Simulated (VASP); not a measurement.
# BaS (Fm-3m) in VASP: single point with PBEsol

Aim: the single point of BaS with PBEsol.

All numbers are computed with VASP 6.6.1; they aren't measurements. Logs are shortened: lines on timing, memory, paths and dates and some standing lists are left out, and cuts for length are marked.

### Step 1. The cell of the first run

Symmetry: Fm-3m, No. 225, cubic system. The conventional cell has a = 6.424 Å, b = 6.424 Å, c = 6.424 Å, α = 90.00°, β = 90.00°, γ = 90.00°. Within 4.2 Å of Ba (site symmetry m-3m) lie 6 S at 3.21 Å. Within 4.2 Å of S (site symmetry m-3m) lie 6 Ba at 3.21 Å.

### Step 2. Single point, PBEsol

The input, INCAR:

```
SYSTEM = BaS
PREC = Accurate ; ENCUT = 500
EDIFF = 1E-6 ; ISMEAR = 0
SIGMA = 0.01 ; LREAL = .FALSE.
LASPH = .TRUE. ; NELM = 120
ALGO = Normal ; ISIF = 2
LWAVE = .FALSE. ; LCHARG = .FALSE.
GGA = PS ; ISYM = -1
NBANDS = 15 ; GGA_COMPAT = .FALSE.
```

The input, KPOINTS:

```
explicit points
108
Reciprocal
  0.08333333   0.08333333   0.08333333 2
  0.08333333   0.08333333   0.25000000 2
  0.08333333   0.08333333   0.41666667 2
  0.08333333   0.08333333   0.58333333 2
  0.08333333   0.08333333   0.75000000 2
  0.08333333   0.08333333   0.91666667 2
  0.08333333   0.25000000   0.08333333 2
  0.08333333   0.25000000   0.25000000 2
  0.08333333   0.25000000   0.41666667 2
  0.08333333   0.25000000   0.58333333 2
  0.08333333   0.25000000   0.75000000 2
  0.08333333   0.25000000   0.91666667 2
  0.08333333   0.41666667   0.08333333 2
  0.08333333   0.41666667   0.25000000 2
  0.08333333   0.41666667   0.41666667 2
  0.08333333   0.41666667   0.58333333 2
  0.08333333   0.41666667   0.75000000 2
  0.08333333   0.41666667   0.91666667 2
  0.08333333   0.58333333   0.08333333 2
  0.08333333   0.58333333   0.25000000 2
  0.08333333   0.58333333   0.41666667 2
  0.08333333   0.58333333   0.58333333 2
  0.08333333   0.58333333   0.75000000 2
  0.08333333   0.58333333   0.91666667 2
  0.08333333   0.75000000   0.08333333 2
  0.08333333   0.75000000   0.25000000 2
  0.08333333   0.75000000   0.41666667 2
  0.08333333   0.75000000   0.58333333 2
  0.08333333   0.75000000   0.75000000 2
  0.08333333   0.75000000   0.91666667 2
  0.08333333   0.91666667   0.08333333 2
  0.08333333   0.91666667   0.25000000 2
  0.08333333   0.91666667   0.41666667 2
  0.08333333   0.91666667   0.58333333 2
  0.08333333   0.91666667   0.75000000 2
  0.08333333   0.91666667   0.91666667 2
  0.25000000   0.08333333   0.08333333 2
  0.25000000   0.08333333   0.25000000 2
  0.25000000   0.08333333   0.41666667 2
  0.25000000   0.08333333   0.58333333 2
  0.25000000   0.08333333   0.75000000 2
  0.25000000   0.08333333   0.91666667 2
  0.25000000   0.25000000   0.08333333 2
  0.25000000   0.25000000   0.25000000 2
  0.25000000   0.25000000   0.41666667 2
  0.25000000   0.25000000   0.58333333 2
  0.25000000   0.25000000   0.75000000 2
  0.25000000   0.25000000   0.91666667 2
  0.25000000   0.41666667   0.08333333 2
  0.25000000   0.41666667   0.25000000 2
  0.25000000   0.41666667   0.41666667 2
  0.25000000   0.41666667   0.58333333 2
  0.25000000   0.41666667   0.75000000 2
  0.25000000   0.41666667   0.91666667 2
  0.25000000   0.58333333   0.08333333 2
  0.25000000   0.58333333   0.25000000 2
  0.25000000   0.58333333   0.41666667 2
  0.25000000   0.58333333   0.58333333 2
  0.25000000   0.58333333   0.75000000 2
  0.25000000   0.58333333   0.91666667 2
  0.25000000   0.75000000   0.08333333 2
  0.25000000   0.75000000   0.25000000 2
  0.25000000   0.75000000   0.41666667 2
  0.25000000   0.75000000   0.58333333 2
  0.25000000   0.75000000   0.75000000 2
  0.25000000   0.75000000   0.91666667 2
  0.25000000   0.91666667   0.08333333 2
  0.25000000   0.91666667   0.25000000 2
  0.25000000   0.91666667   0.41666667 2
  0.25000000   0.91666667   0.58333333 2
  0.25000000   0.91666667   0.75000000 2
  0.25000000   0.91666667   0.91666667 2
  0.41666667   0.08333333   0.08333333 2
  0.41666667   0.08333333   0.25000000 2
  0.41666667   0.08333333   0.41666667 2
  0.41666667   0.08333333   0.58333333 2
  0.41666667   0.08333333   0.75000000 2
  0.41666667   0.08333333   0.91666667 2
  0.41666667   0.25000000   0.08333333 2
  0.41666667   0.25000000   0.25000000 2
  0.41666667   0.25000000   0.41666667 2
  0.41666667   0.25000000   0.58333333 2
  0.41666667   0.25000000   0.75000000 2
  0.41666667   0.25000000   0.91666667 2
  0.41666667   0.41666667   0.08333333 2
  0.41666667   0.41666667   0.25000000 2
  0.41666667   0.41666667   0.41666667 2
  0.41666667   0.41666667   0.58333333 2
  0.41666667   0.41666667   0.75000000 2
  0.41666667   0.41666667   0.91666667 2
  0.41666667   0.58333333   0.08333333 2
  0.41666667   0.58333333   0.25000000 2
  0.41666667   0.58333333   0.41666667 2
  0.41666667   0.58333333   0.58333333 2
  0.41666667   0.58333333   0.75000000 2
  0.41666667   0.58333333   0.91666667 2
  0.41666667   0.75000000   0.08333333 2
  0.41666667   0.75000000   0.25000000 2
  0.41666667   0.75000000   0.41666667 2
  0.41666667   0.75000000   0.58333333 2
  0.41666667   0.75000000   0.75000000 2
  0.41666667   0.75000000   0.91666667 2
  0.41666667   0.91666667   0.08333333 2
  0.41666667   0.91666667   0.25000000 2
  0.41666667   0.91666667   0.41666667 2
  0.41666667   0.91666667   0.58333333 2
  0.41666667   0.91666667   0.75000000 2
  0.41666667   0.91666667   0.91666667 2
```

The input, POSCAR:

```
BaS
1.0
    0.0000000000      3.2119099263      3.2119099263
    3.2119099263      0.0000000000      3.2119099263
    3.2119099263      3.2119099263      0.0000000000
Ba S
1 1
Direct
    0.0000000000      0.0000000000      0.0000000000
    0.5000000000      0.5000000000      0.5000000000
```

Potentials or basis: VASP PAW PBE potentials, release 64 (Ba_sv, S).

Launch:

```
cat potpaw_PBE.64/Ba_sv/POTCAR potpaw_PBE.64/S/POTCAR > POTCAR
mpirun -np 1 vasp_std > vasp.out
```

OUTCAR:

```text
SYSTEM = BaS
   PREC = Accurate
   ENCUT = 500
   EDIFF = 1E-6
   ISMEAR = 0
   LREAL = .FALSE.
   LASPH = .TRUE.
   NELM = 120
   ISIF = 2
   GGA = PS
   ISYM = -1

 ion  position               nearest neighbor table
   1  0.000  0.000  0.000-   2 3.21   2 3.21   2 3.21   2 3.21   2 3.21   2 3.21
   2  0.500  0.500  0.500-   1 3.21   1 3.21   1 3.21   1 3.21   1 3.21   1 3.21

IMPORTANT INFORMATION: All symmetrisations will be switched off!
NOSYMM: (Re-)initialisation of all symmetry stuff for point group C_1.

----------------------------------------------------------------------------------------

                                     Primitive cell

  volume of cell :      66.2705

  direct lattice vectors                    reciprocal lattice vectors
     0.000000000  3.211909926  3.211909926    -0.155670617  0.155670617  0.155670617
     3.211909926  0.000000000  3.211909926     0.155670617 -0.155670617  0.155670617
     3.211909926  3.211909926  0.000000000     0.155670617  0.155670617 -0.155670617

  length of vectors
     4.542326579  4.542326579  4.542326579     0.269629418  0.269629418  0.269629418

  position of ions in fractional coordinates (direct lattice)
     0.000000000  0.000000000  0.000000000
     0.500000000  0.500000000  0.500000000

  ion indices of the primitive-cell ions
   primitive index   ion index
                 1           1
                 2           2

----------------------------------------------------------------------------------------

 KPOINTS: explicit points

Read explicit list of k-points.

 Found    108 k-points:

 Following reciprocal coordinates:
            Coordinates               Weight
  0.083333  0.083333  0.083333      0.009259
  0.083333  0.083333  0.250000      0.009259
  0.083333  0.083333  0.416667      0.009259
  0.083333  0.083333  0.583333      0.009259
  0.083333  0.083333  0.750000      0.009259
  0.083333  0.083333  0.916667      0.009259
[... 16 lines left out ...]
  0.083333  0.583333  0.750000      0.009259
  0.083333  0.583333  0.916667      0.009259
 [... further k-points ...]
   k-points           NKPTS =    108   k-points in BZ     NKDIM =    108   number of bands    NBANDS=     15
   number of dos      NEDOS =    301   number of ions     NIONS =      2
   total plane-waves  NPLWV =  46656
   dimension x,y,z NGX =    36 NGY =   36 NGZ =   36
   dimension x,y,z NGXF=    72 NGYF=   72 NGZF=   72
   ions per type =               1   1
   NGX,Y,Z   is equivalent  to a cutoff of  13.18, 13.18, 13.18 a.u.
   NGXF,Y,Z  is equivalent  to a cutoff of  26.35, 26.35, 26.35 a.u.
 SYSTEM =  BaS
   PREC   = accura    normal or accurate (medium, high low for compatibility)
   ISTART =      0    job   : 0-new  1-cont  2-samecut
   ICHARG =      2    charge: 1-file 2-atom 10-const
   ISPIN  =      1    spin polarized calculation?
   LNONCOLLINEAR =      F non collinear calculations
   LSORBIT =      F    spin-orbit coupling
   LASPH  =      T    aspherical Exc in radial PAW
   ENCUT  =  500.0 eV  36.75 Ry    6.06 a.u.   8.28  8.28  8.28*2*pi/ulx,y,z
   NELM   =    120;   NELMIN=  2; NELMDL= -5     # of ELM steps
   EDIFF  = 0.1E-05   stopping-criterion for ELM
   LREAL  =      F    real-space projection
   EDIFFG = 0.1E-04   stopping-criterion for IOM
   NSW    =      0    number of steps for IOM
   IBRION =     -1    ionic relax: 0-MD 1-quasi-New 2-CG
   NFREE  =      0    steps in history (QN), initial steepest desc. (CG)
   ISIF   =      2    stress and relaxation
   ISYM   =     -1    0-nonsym 1-usesym 2-fastsym
   POTIM  = 0.5000    time-step for ionic-motion
   TEBEG  =    0.0;   TEEND  =   0.0 temperature during run
   PSTRESS=    0.0 pullay stress
   NELECT =      16.0000    total number of electrons
   NUPDOWN=      -1.0000    fix difference up-down
   EMIN   =  10.00;   EMAX   =-10.00  energy-range for DOS
   EFERMI =   0.00;   METHOD = LEGACY
   ISMEAR =     0;   SIGMA  =   0.01  broadening in eV -4-tet -1-fermi 0-gaus
   EFERMI_NEDOS =   21; number of points for ismear=-14 and -15
   IALGO  =     38    algorithm
   IMIX   =      4    mixing-type and parameters
     AMIX     =   0.40;   BMIX     =  1.00
     AMIX_MAG =   1.60;   BMIX_MAG =  1.00
  volume/ion in A,a.u.               =      33.14       223.61
  Fermi-wavevector in a.u.,A,eV,Ry     =   1.019393  1.926373 14.138647  1.039161
  Thomas-Fermi vector in A             =   2.152904
   LORBIT       =      0    0 simple, 1 ext, 2 COOP (PROOUT), +10 PAW based schemes
   GGA     = PS    functional components
   LHFCALC =     F    Hartree Fock is set to
   AEXX    =    0.0000 exact exchange contribution
   IVDW    =     0    specifies the selected vdW correction
   LEPSILON=     F    determine dielectric tensor
   LRPA    =     F    only Hartree local field effects (RPA)
 non-spin polarized calculation
 Gauss-broadening in eV      SIGMA  =   0.01
  energy-cutoff  :      500.00
  volume of cell :       66.27
 maximum number of plane-waves:      1699
 NGX is ok and might be reduce to    36
   NGX = 17   NGY = 17   NGZ = 17

 number of electron      16.0000002 magnetization

 Free energy of the ion-electron system (eV)
  ---------------------------------------------------
  ext. energy  EPLUGINS =         0.00000000
  ---------------------------------------------------
  free energy    TOTEN  =       -10.71193288 eV

  energy without entropy =      -10.71193288  energy(sigma->0) =      -10.71193288

 E-fermi :   1.2236     XC(G=0):  -8.7523

 val. band max:        1.1555473530   @ k =   0.0833   0.0833   0.0833
 cond. band min:       3.4425055031   @ k =   0.4167   0.9167   0.4167
 fundamental gap:      2.2869581501
 Fermi energy:         1.2236348707

 k-point     1 :       0.0833    0.0833    0.0833
  band No.  band energies     occupation
      1     -24.8313      2.00000
      2     -10.0275      2.00000
      3      -9.8804      2.00000
      4      -9.8804      2.00000
      5      -8.9163      2.00000
      6       1.0475      2.00000
      7       1.1555      2.00000
      8       1.1555      2.00000
      9       4.8337      0.00000
     10       5.0694      0.00000
     11       5.1422      0.00000
     12       5.1422      0.00000
     13       6.1775      0.00000
     14       6.1775      0.00000
     15      10.0269      0.00000

 k-point     2 :       0.0833    0.0833    0.2500
  band No.  band energies     occupation
      1     -24.8184      2.00000
      2     -10.4247      2.00000
      3      -9.9260      2.00000
      4      -9.8800      2.00000
      5      -8.4804      2.00000
      6       0.2861      2.00000
      7       0.6814      2.00000
      8       0.9961      2.00000
      9       5.0320      0.00000
     10       5.4754      0.00000
     11       5.6861      0.00000
     12       6.0309      0.00000
     13       6.9589      0.00000
     14       7.4417      0.00000
     15      11.3038      0.00000

 k-point     3 :       0.0833    0.0833    0.4167
  band No.  band energies     occupation
      1     -24.7984      2.00000
      2     -10.8227      2.00000
      3      -9.9495      2.00000
      4      -9.9029      2.00000
      5      -8.0501      2.00000
      6      -0.4229      2.00000
      7       0.2710      2.00000
      8       0.4733      2.00000
      9       5.6223      0.00000
     10       6.5145      0.00000
     11       6.9837      0.00000
     12       7.2414      0.00000
     13       8.3639      0.00000
     14       9.2654      0.00000
     15      11.0223      0.00000
[... 343 lines left out ...]
 k-point    23 :       0.0833    0.5833    0.7500
  band No.  band energies     occupation
      1     -24.7862      2.00000
      2     -10.5535      2.00000
      3     -10.0847      2.00000
      4     -10.0326      2.00000
      5      -8.4894      2.00000
      6       0.1880      2.00000
      7       0.6023      2.00000
      8       0.8658      2.00000
      9       4.1375      0.00000
     10       6.8689      0.00000
     11       7.5283      0.00000
     12       8.0735      0.00000
     13       8.1260      0.00000
     14       9.6088      0.00000
     15       9.9776      0.00000

 k-point    24 :       0.0833    0.5833    0.9167
  band No.  band energies     occupation
      1     -24.7915      2.00000
      2     -10.8411      2.00000
      3      -9.9923      2.00000
      4      -9.9334      2.00000
      5      -8.0561      2.00000
      6      -0.4246      2.00000
      7       0.2602      2.00000
      8       0.4481      2.00000
      9       5.5884      0.00000
     10       6.8084      0.00000
     11       7.2225      0.00000
     12       7.7606      0.00000
     13       8.7373      0.00000
     14       9.8282      0.00000
     15      10.5657      0.00000

 [... further k-points ...]
[... 5 lines left out ...]
  --------------------------------------------------------------------------------------
  -------------------------------------------------------------------------------------
  Total       -0.5158563     -0.5158585     -0.5158569     -0.0005095     -0.0005100     -0.0005103
  in kB      -12.4715163    -12.4715700    -12.4715316     -0.0123189     -0.0123294     -0.0123381
  external PRESSURE =     -12.4715393 kB  Pullay stress =       0.0000000 kB

 VOLUME and BASIS-vectors are now :
 -----------------------------------------------------------------------------
  energy-cutoff  :      500.00
  volume of cell :       66.27
      direct lattice vectors                 reciprocal lattice vectors
     0.000000000  3.211909926  3.211909926    -0.155670617  0.155670617  0.155670617
     3.211909926  0.000000000  3.211909926     0.155670617 -0.155670617  0.155670617
     3.211909926  3.211909926  0.000000000     0.155670617  0.155670617 -0.155670617

 POSITION                                       TOTAL-FORCE (eV/Angst)
 -----------------------------------------------------------------------------------
      0.00000      0.00000      0.00000        -0.000000      0.000001     -0.000001
      3.21191      3.21191      3.21191         0.000000     -0.000001      0.000001
 -----------------------------------------------------------------------------------
    total drift:                                0.000000     -0.000002      0.000003

  FREE ENERGIE OF THE ION-ELECTRON SYSTEM (eV)
  ---------------------------------------------------
  free  energy   TOTEN  =       -10.7119328775 eV

  energy  without entropy=      -10.7119328775  energy(sigma->0) =      -10.71193288
```

It took 1.8 min on 1 thread of Intel Xeon Platinum 8259CL at 2.50GHz (Skylake/Cascade Lake), shared host; peak memory 0.27 GiB.

Results:

- Free energy: -10.7119 eV
- Pressure: -1.2 GPa
- Band gap on the k mesh: 2.29 eV (least direct gap 2.41 eV)

Caveat: the PAW data sets were made with another functional, which shifts forces and pressure a little; spin-orbit coupling is left out, which moves the levels of the heavy elements; a shifted mesh leaves out Γ, where band edges can lie. A k mesh can miss the band edges.
